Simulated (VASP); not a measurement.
Sn2HO2, 5 atoms in the cell. The cell holds a slab with vacuum, 5 atoms: a = 3.820 Å, b = 3.820 Å, c = 17.863 Å, α = 90.00°, β = 90.00°, γ = 90.00°. 

* Program: VASP 6.6.1
* Task: single point
* Functional: PBE
* Dispersion: D3(BJ)
* Potentials or basis: VASP PAW PBE potentials, release 64 (Sn_d, O, H)
* Cutoff: 520 eV
* k mesh: 7 × 7 × 1
* Occupations: gaussian, width 0.05 eV
* Spin: collinear spin
* Starting moments: [0.0, 0.0, 0.0, 0.0, 1.0] μB
* Dipole correction: yes
* Further INCAR settings: ALGO = Normal; EDIFF = 1e-06; NBANDS = 32

Potentials or basis: VASP PAW PBE potentials, release 64 (Sn_d, O, H).

Run with:

```console
$ cat potpaw_PBE.64/Sn_d/POTCAR potpaw_PBE.64/O/POTCAR potpaw_PBE.64/H/POTCAR > POTCAR
$ mpirun -np 1 vasp_std > vasp.out
```

Hardware: 1 thread of Intel(R) Xeon(R) 6975P-C (Granite Rapids), with other jobs on the host.

Task: Estimate the wall time of this run.

Result: Run time: 7.1 min on 1 thread of Intel(R) Xeon(R) 6975P-C (Granite Rapids), on a shared host, peak memory 0.58 GiB. Counts: scf iterations 29, k points 25.
